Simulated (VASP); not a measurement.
# BeRe (Pm-3m) in VASP: single point with PBE

Aim: the single point of BeRe with PBE.

All numbers are computed with VASP 6.6.1; they aren't measurements. Logs are shortened: lines on timing, memory, paths and dates and some standing lists are left out, and cuts for length are marked.

## (1) The cell of the first run

It takes space group Pm-3m (No. 221, cubic). Conventional cell: a = 2.832 Å, b = 2.832 Å, c = 2.832 Å, α = 90.00°, β = 90.00°, γ = 90.00°. Within 3.2 Å of Be (site symmetry m-3m) lie 8 Re at 2.45 Å and 6 Be at 2.83 Å. Re (site symmetry m-3m) has 8 Be at 2.45 Å and 6 Re at 2.83 Å within 3.2 Å.

## (2) Single point, PBE, collinear spin, ferromagnetic start

Input file INCAR:

```
SYSTEM = BeRe
ALGO = Normal
EDIFF = 1E-6
ENCUT = 600
GGA = PE
GGA_COMPAT = .False.
ISIF = 2
ISMEAR = 0
ISPIN = 2
LASPH = .True.
LCHARG = .False.
LMAXMIX = 4
LORBIT = 11
LREAL = .False.
LWAVE = .False.
MAGMOM = 0 1
NBANDS = 16
NELM = 200
PREC = Accurate
SIGMA = 0.1
```

Input file KPOINTS:

```
k-points
0
Gamma
  6 6 6
  0 0 0
```

Input file POSCAR:

```
BeRe
1.0
    2.8320900844      0.0000000000      0.0000000000
    0.0000000000      2.8320900844      0.0000000000
    0.0000000000      0.0000000000      2.8320900844
Be Re
1 1
Direct
    0.5000000000      0.5000000000      0.5000000000
    0.0000000000      0.0000000000      0.0000000000
```

Potentials or basis: VASP PAW PBE potentials, release 64 (Be, Re).

On the command line:

```console
cat potpaw_PBE.64/Be/POTCAR potpaw_PBE.64/Re/POTCAR > POTCAR
mpirun -np 1 vasp_std > vasp.out
```

OUTCAR:

```text
SYSTEM = BeRe
   EDIFF = 1E-6
   ENCUT = 600
   GGA = PE
   ISIF = 2
   ISMEAR = 0
   ISPIN = 2
   LASPH = .True.
   LORBIT = 11
   LREAL = .False.
   NELM = 200
   PREC = Accurate

 ion  position               nearest neighbor table
   1  0.500  0.500  0.500-   2 2.45   2 2.45   2 2.45   2 2.45   2 2.45   2 2.45   2 2.45   2 2.45

   2  0.000  0.000  0.000-   1 2.45   1 2.45   1 2.45   1 2.45   1 2.45   1 2.45   1 2.45   1 2.45

  LATTYP: Found a simple cubic cell.
 ALAT       =     2.8320900844

  Lattice vectors:

 A1 = (   2.8320900844,   0.0000000000,   0.0000000000)
 A2 = (   0.0000000000,   2.8320900844,   0.0000000000)
 A3 = (   0.0000000000,   0.0000000000,   2.8320900844)

Analysis of symmetry for initial positions (statically):
=====================================================================
 Subroutine PRICEL returns:
 Original cell was already a primitive cell.

 Routine SETGRP: Setting up the symmetry group for a
 simple cubic supercell.

 Subroutine GETGRP returns: Found 48 space group operations
 (whereof 48 operations were pure point group operations)
 out of a pool of 48 trial point group operations.

The static configuration has the point symmetry O_h .

Analysis of symmetry for dynamics (positions and initial velocities):
=====================================================================
 Subroutine PRICEL returns:
 Original cell was already a primitive cell.

 Routine SETGRP: Setting up the symmetry group for a
 simple cubic supercell.

 Subroutine GETGRP returns: Found 48 space group operations
 (whereof 48 operations were pure point group operations)
 out of a pool of 48 trial point group operations.

The dynamic configuration has the point symmetry O_h .

Analysis of structural, dynamic, and magnetic symmetry:
=====================================================================
 Subroutine PRICEL returns:
 Original cell was already a primitive cell.

 Routine SETGRP: Setting up the symmetry group for a
 simple cubic supercell.

 Subroutine GETGRP returns: Found 48 space group operations
 (whereof 48 operations were pure point group operations)
 out of a pool of 48 trial point group operations.

The overall configuration has the point symmetry O_h .

 Subroutine INISYM returns: Found 48 space group operations
 (whereof 48 operations are pure point group operations),
 and found     1 'primitive' translations

[... 115 lines left out ...]
   LHFCALC =     F    Hartree Fock is set to
   AEXX    =    0.0000 exact exchange contribution
   IVDW    =     0    specifies the selected vdW correction
   LEPSILON=     F    determine dielectric tensor
   LRPA    =     F    only Hartree local field effects (RPA)
 spin polarized calculation
 Gauss-broadening in eV      SIGMA  =   0.10
  energy-cutoff  :      600.00
  volume of cell :       22.72
 maximum number of plane-waves:       768
 NGX is ok and might be reduce to    24
   NGX = 11   NGY = 11   NGZ = 11

 number of electron       9.0000001 magnetization       0.0001796

 number of electron       9.0000001 magnetization      -0.0000151

 Free energy of the ion-electron system (eV)
  ---------------------------------------------------
  ext. energy  EPLUGINS =         0.00000000
  ---------------------------------------------------
  free energy    TOTEN  =       -15.82427403 eV

  energy without entropy =      -15.82050602  energy(sigma->0) =      -15.82239003

 E-fermi :   7.4965     XC(G=0): -12.6206

 val. band max:        7.2659406997   @ k =   0.1667   0.1667   0.1667
 cond. band min:       7.5761532719   @ k =   0.3333   0.3333   0.0000
 fundamental gap:      0.3102125722
 Fermi energy:         7.4965458943

 spin component 1

 k-point     1 :       0.0000    0.0000    0.0000
  band No.  band energies     occupation
      1      -2.8581      1.00000
      2       3.0670      1.00000
      3       3.0670      1.00000
      4       9.2497      0.00000
      5       9.2497      0.00000
      6       9.2497      0.00000
[... 356 lines left out ...]
      2       1.7199      1.00000
      3       1.7199      1.00000
      4      11.5124      0.00000
      5      11.5124      0.00000
      6      11.7785      0.00000
[... 8 lines left out ...]
     15      39.0766      0.00000
     16      39.0766      0.00000
 Fermi energy:         7.4965458943

 spin component 2

 k-point     1 :       0.0000    0.0000    0.0000
  band No.  band energies     occupation
      1      -2.8580      1.00000
      2       3.0671      1.00000
      3       3.0671      1.00000
      4       9.2497      0.00000
      5       9.2497      0.00000
      6       9.2497      0.00000
[... 357 lines left out ...]
      3       1.7199      1.00000
      4      11.5126      0.00000
      5      11.5126      0.00000
      6      11.7785      0.00000
[... 8 lines left out ...]
     15      39.0766      0.00000
     16      39.0766      0.00000

------------------------ aborting loop because EDIFF is reached ----------------------------------------

  FORCE on cell =-STRESS in cart. coord.  units (eV):
  Direction    XX          YY          ZZ          XY          YZ          ZX
  --------------------------------------------------------------------------------------
  -------------------------------------------------------------------------------------
  Total        0.0476218      0.0476218      0.0476218     -0.0000000      0.0000000     -0.0000000
  in kB        3.3588829      3.3588829      3.3588829     -0.0000000      0.0000000     -0.0000000
  external PRESSURE =       3.3588829 kB  Pullay stress =       0.0000000 kB

 VOLUME and BASIS-vectors are now :
 -----------------------------------------------------------------------------
  energy-cutoff  :      600.00
  volume of cell :       22.72
      direct lattice vectors                 reciprocal lattice vectors
     2.832090084  0.000000000  0.000000000     0.353096113  0.000000000  0.000000000
     0.000000000  2.832090084  0.000000000     0.000000000  0.353096113  0.000000000
     0.000000000  0.000000000  2.832090084     0.000000000  0.000000000  0.353096113

 POSITION                                       TOTAL-FORCE (eV/Angst)
 -----------------------------------------------------------------------------------
      1.41605      1.41605      1.41605         0.000000      0.000000      0.000000
      0.00000      0.00000      0.00000         0.000000      0.000000      0.000000
 -----------------------------------------------------------------------------------
    total drift:                               -0.000000      0.000000      0.000000

  FREE ENERGIE OF THE ION-ELECTRON SYSTEM (eV)
  ---------------------------------------------------
  free  energy   TOTEN  =       -15.8242740337 eV

  energy  without entropy=      -15.8205060196  energy(sigma->0) =      -15.82239003

 total charge

# of ion       s       p       d       tot
------------------------------------------
    1        0.443   0.777   0.000   1.219
    2        0.588   0.580   4.888   6.056
--------------------------------------------------
tot          1.030   1.356   4.888   7.275

 magnetization (x)

# of ion       s       p       d       tot
------------------------------------------
    1        0.000  -0.000   0.000  -0.000
    2       -0.000  -0.000  -0.000  -0.000
--------------------------------------------------
tot         -0.000  -0.000  -0.000  -0.000
```

OSZICAR:

```text
N       E                     dE             d eps       ncg     rms          rms(c)
DAV:   1     0.128509292449E+02    0.12851E+02   -0.45499E+03  1928   0.685E+02
DAV:   2    -0.169377504174E+02   -0.29789E+02   -0.27608E+02  2096   0.179E+02
DAV:   3    -0.174183848632E+02   -0.48063E+00   -0.48004E+00  1936   0.210E+01
DAV:   4    -0.174190763702E+02   -0.69151E-03   -0.69141E-03  1584   0.557E-01
DAV:   5    -0.174190934853E+02   -0.17115E-04   -0.17115E-04  2000   0.868E-02    0.323E+01
DAV:   6    -0.159148777562E+02    0.15042E+01   -0.33688E+00  2112   0.311E+01    0.678E+00
DAV:   7    -0.158422552062E+02    0.72623E-01   -0.17798E-01  2080   0.486E+00    0.247E+00
DAV:   8    -0.158326636513E+02    0.95916E-02   -0.25552E-03  1952   0.486E-01    0.144E+00
DAV:   9    -0.158241207803E+02    0.85429E-02   -0.21779E-03  1760   0.487E-01    0.251E-01
DAV:  10    -0.158242827262E+02   -0.16195E-03   -0.39180E-04  2000   0.144E-01    0.610E-02
DAV:  11    -0.158242768630E+02    0.58632E-05   -0.44275E-05  1944   0.701E-02    0.262E-02
DAV:  12    -0.158242741929E+02    0.26701E-05   -0.24766E-06  1760   0.294E-02    0.121E-02
DAV:  13    -0.158242740337E+02    0.15925E-06   -0.26846E-07  1024   0.122E-02
   1 F= -.15824274E+02 E0= -.15822390E+02  d E =-.376801E-02  mag=     0.0001
```

stdout:

```text
POSCAR found type information on POSCAR BeRe
 POSCAR found :  2 types and       2 ions
 scaLAPACK will be used
 LDA part: xc-table for (Slater+PW92), standard interpolation
 POSCAR, INCAR and KPOINTS ok, starting setup
 FFT: planning ... GRIDC
 FFT: planning ... GRID_SOFT
 FFT: planning ... GRID
 WAVECAR not read
 entering main loop
```

Wall time 7 s (1 thread of Intel Xeon 6975P-C (Granite Rapids), shared host); peak memory 0.15 GiB.

Results:

```yaml
Free_energy: -15.8243 eV
Pressure: 0.3 GPa
Net_moment: 0.00 μB per cell
Valence_electrons_inside_the_program's_atomic_spheres: Be 1.22; Re 6.06
```

Caveat: the k points lie up to 0.37 Å⁻¹ apart; spin-orbit coupling is left out, which moves the levels of the heavy elements.
